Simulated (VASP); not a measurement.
# Ni (Fm-3m) in VASP: a series of runs, part 2 of 2

VASP 6.6.1. Earlier steps stand in the parts before.

### Step 3. Single point, r2SCAN, collinear spin, ferromagnetic start

This run uses another cell than the first one, of 10.50 Å³/atom, 1.009 times its volume.

File POSCAR:

```
Ni
1.0
    0.0000000000      1.7380692641      1.7380692641
    1.7380692641      0.0000000000      1.7380692641
    1.7380692641      1.7380692641      0.0000000000
Ni
1
Direct
    0.0000000000      0.0000000000      0.0000000000
```

File INCAR.step1:

```
SYSTEM = Ni
  ALGO = Normal
  EDIFF = 1E-4
  ENCUT = 520
  GGA = PE
  ISMEAR = -1
  ISPIN = 2
  LASPH = .True.
  LCHARG = .False.
  LMAXMIX = 4
  LREAL = .False.
  LWAVE = .True.
  MAGMOM = 0.807
  NBANDS = 15
  NELM = 150
  PREC = Accurate
  SIGMA = 0.3
```

File INCAR.step2:

```
SYSTEM = Ni
  ALGO = Normal
  EDIFF = 1E-7
  ENCUT = 520
  ISIF = 2
  ISMEAR = -1
  ISPIN = 2
  ISTART = 1
  LASPH = .True.
  LCHARG = .True.
  LELF = .True.
  LMAXMIX = 4
  LMIXTAU = .True.
  LORBIT = 11
  LREAL = .False.
  LVHAR = .True.
  LWAVE = .False.
  MAGMOM = 0.807
  METAGGA = R2SCAN
  NBANDS = 15
  NELM = 150
  PREC = Accurate
  SIGMA = 0.3
```

File KPOINTS:

```
k-points
0
Gamma
  15 15 15
  0 0 0
```

Potentials or basis: VASP PAW PBE potentials, release 64 (Ni).

On the command line:

```bash
cat potpaw_PBE.64/Ni/POTCAR > POTCAR
cp INCAR.step1 INCAR
mpirun -np 1 vasp_std > vasp.out
cp INCAR.step2 INCAR
mpirun -np 1 vasp_std > vasp.out
```

Wall time 4.3 min (1 thread of AMD EPYC 7R43 (Zen 3), shared host); peak memory 0.11 GiB.

The run converged. Its results:

```
Free energy                                           : -12.1112 eV
Pressure                                              : 1.5 GPa
Band gap on the k mesh                                : zero (filled and empty bands overlap)
Net moment                                            : 0.00 μB per cell
Valence electrons inside the program's atomic spheres : Ni 9.42
```

Levels at points of the mesh, in eV from the Fermi level:
Spin up:
| k point | band 3 | band 4 | band 5 | band 6 | band 7 | band 8 |
| --- | --- | --- | --- | --- | --- | --- |
| (0.00, 0.00, 0.00) | -2.16 | -2.16 | -1.04 | -1.04 | 24.91 | 29.51 |
Spin down:
```
           k point  band 3  band 4  band 5  band 6  band 7  band 8
(0.00, 0.00, 0.00)   -2.16   -2.16   -1.04   -1.04   24.91   29.51
```

Caveat: the PAW data sets were made with another functional, which shifts forces and pressure a little.

### Step 4. Single point, r2SCAN, collinear spin, ferromagnetic start

This run uses another cell than the first one, of 10.50 Å³/atom, 1.009 times its volume.

POSCAR is that of step 3.

File INCAR.step1:

```
SYSTEM = Ni
PREC = Accurate
ENCUT = 520
ISMEAR = -1
SIGMA = 0.6
LREAL = .FALSE.
LASPH = .TRUE.
NELM = 150
ISPIN = 2
MAGMOM = 0.807
LMAXMIX = 4
NBANDS = 15
GGA = PE
ALGO = Normal
EDIFF = 1E-4
LWAVE = .TRUE.
LCHARG = .FALSE.
```

File INCAR.step2:

```
SYSTEM = Ni
PREC = Accurate
ENCUT = 520
EDIFF = 1E-6
ISMEAR = -1
SIGMA = 0.6
LREAL = .FALSE.
LASPH = .TRUE.
NELM = 150
ALGO = Normal
ISIF = 2
LWAVE = .FALSE.
LCHARG = .FALSE.
ISPIN = 2
MAGMOM = 0.807
LORBIT = 11
LMAXMIX = 4
METAGGA = R2SCAN
LMIXTAU = .TRUE.
NBANDS = 15
ISTART = 1
```

File KPOINTS:

```
regular mesh
0
G
  15 15 15
  0 0 0
```

On the command line:

```bash
cat potpaw_PBE.64/Ni/POTCAR > POTCAR
cp INCAR.step1 INCAR
mpirun -np 1 vasp_std > vasp.out
cp INCAR.step2 INCAR
mpirun -np 1 vasp_std > vasp.out
```

Run time: 3.4 min. Hardware: 1 thread of AMD EPYC 7R43 (Zen 3), shared host; peak memory 0.11 GiB.

Results (log left out):

```yaml
Free_energy: -12.6837 eV
Pressure: 8.3 GPa
Band_gap_on_the_k_mesh: zero (filled and empty bands overlap)
Net_moment: 0.00 μB per cell
Valence_electrons_inside_the_program's_atomic_spheres: Ni 9.41
```

Levels at points of the mesh, in eV from the Fermi level:
Spin up:
```csv
k point,band 2,band 3,band 4,band 5,band 6,band 7,band 8,band 9
"(0.00, 0.00, 0.00)",-2.52,-2.52,-2.52,-1.38,-1.38,24.59,29.21,29.21
```
Spin down:
| k point | band 1 | band 2 | band 3 | band 4 | band 5 | band 6 | band 7 | band 8 | band 9 | band 10 |
| --- | --- | --- | --- | --- | --- | --- | --- | --- | --- | --- |
| (0.00, 0.00, 0.00) | -9.91 | -2.52 | -2.52 | -2.52 | -1.38 | -1.38 | 24.59 | 29.21 | 29.21 | 29.21 |

Caveat: the PAW data sets were made with another functional, which shifts forces and pressure a little.

### Step 5. Single point, r2SCAN, collinear spin, ferromagnetic start

This run uses another cell than the first one, of 10.50 Å³/atom, 1.009 times its volume.

POSCAR is that of step 4.

File INCAR.step1:

```
  ALGO = Normal
  EDIFF = 1E-4
  ENCUT = 520
  GGA = PE
  ISMEAR = -1
  ISPIN = 2
  LASPH = True
  LCHARG = False
  LMAXMIX = 4
  LREAL = False
  LWAVE = True
  MAGMOM = 0.807
  NBANDS = 15
  NELM = 150
  PREC = Accurate
  SIGMA = 1.0
```

File INCAR.step2:

```
  ALGO = Normal
  EDIFF = 1E-6
  ENCUT = 520
  ISIF = 2
  ISMEAR = -1
  ISPIN = 2
  ISTART = 1
  LASPH = True
  LCHARG = False
  LMAXMIX = 4
  LMIXTAU = True
  LORBIT = 11
  LREAL = False
  LWAVE = False
  MAGMOM = 0.807
  METAGGA = R2SCAN
  NBANDS = 15
  NELM = 150
  PREC = Accurate
  SIGMA = 1.0
```

File KPOINTS:

```
k-points
0
Gamma
  15 15 15
```

On the command line:

```bash
cat potpaw_PBE.64/Ni/POTCAR > POTCAR
cp INCAR.step1 INCAR
mpirun -np 1 vasp_std > vasp.out
cp INCAR.step2 INCAR
mpirun -np 1 vasp_std > vasp.out
```

Wall time 2.9 min (1 thread of AMD EPYC 7R43 (Zen 3), shared host); peak memory 0.11 GiB.

Results (log left out):

* Free energy: -13.7730 eV
* Pressure: 20.4 GPa
* Band gap on the k mesh: zero (filled and empty bands overlap)
* Net moment: 0.00 μB per cell
* Valence electrons inside the program's atomic spheres: Ni 9.41

Levels at points of the mesh, in eV from the Fermi level:
Spin up:
| k point | band 2 | band 3 | band 4 | band 5 | band 6 | band 7 | band 8 | band 9 |
| --- | --- | --- | --- | --- | --- | --- | --- | --- |
| (0.00, 0.00, 0.00) | -3.05 | -3.05 | -3.05 | -1.91 | -1.91 | 24.13 | 28.75 | 28.75 |
Spin down:
| k point | band 1 | band 2 | band 3 | band 4 | band 5 | band 6 | band 7 | band 8 | band 9 | band 10 |
| --- | --- | --- | --- | --- | --- | --- | --- | --- | --- | --- |
| (0.00, 0.00, 0.00) | -10.39 | -3.05 | -3.05 | -3.05 | -1.91 | -1.91 | 24.13 | 28.75 | 28.75 | 28.75 |

Caveat: the PAW data sets were made with another functional, which shifts forces and pressure a little.

### Step 6. Single point, r2SCAN, collinear spin, ferromagnetic start

This run uses another cell than the first one, of 10.50 Å³/atom, 1.009 times its volume.

POSCAR is that of step 5.

File INCAR.step1:

```
ALGO     = Normal         # electronic algorithm
EDIFF    = 1E-4           # SCF threshold, eV
ENCUT    = 520            # plane-wave cutoff, eV
GGA      = PE             # functional
ISMEAR   = 0              # smearing method
ISPIN    = 2              # spin polarisation
LASPH    = True           # aspherical terms in the spheres
LCHARG   = False          # write CHGCAR
LMAXMIX  = 4              # l up to which the mixer works
LREAL    = False          # projectors in reciprocal space
LWAVE    = True           # write WAVECAR
MAGMOM   = 0.807          # initial moments
NBANDS   = 15             # bands
NELM     = 150            # most SCF steps
PREC     = Accurate       # precision mode
SIGMA    = 0.01           # smearing width, eV
```

File INCAR.step2:

```
ALGO     = Normal         # electronic algorithm
EDIFF    = 1E-7           # SCF threshold, eV
ENCUT    = 520            # plane-wave cutoff, eV
ISIF     = 2              # what is computed and relaxed
ISMEAR   = 0              # smearing method
ISPIN    = 2              # spin polarisation
ISTART   = 1            
LASPH    = True           # aspherical terms in the spheres
LCHARG   = False          # write CHGCAR
LMAXMIX  = 4              # l up to which the mixer works
LMIXTAU  = True         
LORBIT   = 11             # projections on sites
LREAL    = False          # projectors in reciprocal space
LWAVE    = False          # write WAVECAR
MAGMOM   = 0.807          # initial moments
METAGGA  = R2SCAN         # meta-GGA
NBANDS   = 15             # bands
NELM     = 150            # most SCF steps
PREC     = Accurate       # precision mode
SIGMA    = 0.01           # smearing width, eV
```

KPOINTS is that of step 5.

Potentials or basis: VASP PAW PBE potentials, release 64 (Ni).

On the command line:

```bash
cat potpaw_PBE.64/Ni/POTCAR > POTCAR
cp INCAR.step1 INCAR
mpirun -np 1 vasp_std > vasp.out
cp INCAR.step2 INCAR
mpirun -np 1 vasp_std > vasp.out
```

Wall time 3.1 min (1 thread of AMD EPYC 7R43 (Zen 3), shared host); peak memory 0.11 GiB.

The run converged. Its results:

```
Free energy                                           : -11.9451 eV
Pressure                                              : 0.1 GPa
Net moment                                            : 0.68 μB per cell
Site moments                                          : Ni +0.70 μB
Valence electrons inside the program's atomic spheres : Ni 9.41
```

Levels at points of the mesh, in eV from the Fermi level:
Spin up:
```
           k point  band 1  band 2  band 3  band 4  band 5  band 6  band 7  band 8  band 9  band 10
(0.00, 0.00, 0.00)   -9.66   -2.99   -2.99   -2.99   -1.65   -1.65   24.86   29.30   29.30    29.30
```
Spin down:
| k point | band 3 | band 4 | band 5 | band 6 | band 7 | band 8 |
| --- | --- | --- | --- | --- | --- | --- |
| (0.00, 0.00, 0.00) | -1.73 | -1.73 | -0.94 | -0.94 | 24.60 | 29.40 |

Caveat: the PAW data sets were made with another functional, which shifts forces and pressure a little.

### Step 7. Overview

```csv
spin,cell,k mesh,smearing,gap on the mesh (eV),pressure (GPa),moment (μB)
off,"a = 2.451 Å, angles 60.0°, 1 atom",25 × 25 × 25,fermi-dirac 0.1 eV,none,0.7,-
"collinear, ferromagnetic start","a = 2.458 Å, angles 60.0°, 1 atom",15 × 15 × 15,fermi-dirac 0.3 eV,none,1.5,0.00
"collinear, ferromagnetic start","a = 2.458 Å, angles 60.0°, 1 atom",15 × 15 × 15,fermi-dirac 0.6 eV,none,8.3,0.00
"collinear, ferromagnetic start","a = 2.458 Å, angles 60.0°, 1 atom",15 × 15 × 15,fermi-dirac 1 eV,none,20.4,0.00
"collinear, ferromagnetic start","a = 2.458 Å, angles 60.0°, 1 atom",15 × 15 × 15,gaussian 0.01 eV,none,0.1,0.68
```

Alike in all rows: task single point; level r2SCAN; potentials or basis VASP PAW PBE potentials, release 64 (Ni); cutoff (eV) 520.

Caveats: the PAW data sets were made with another functional, which shifts forces and pressure a little.

Absolute energies hang on the potentials; compare differences alone.
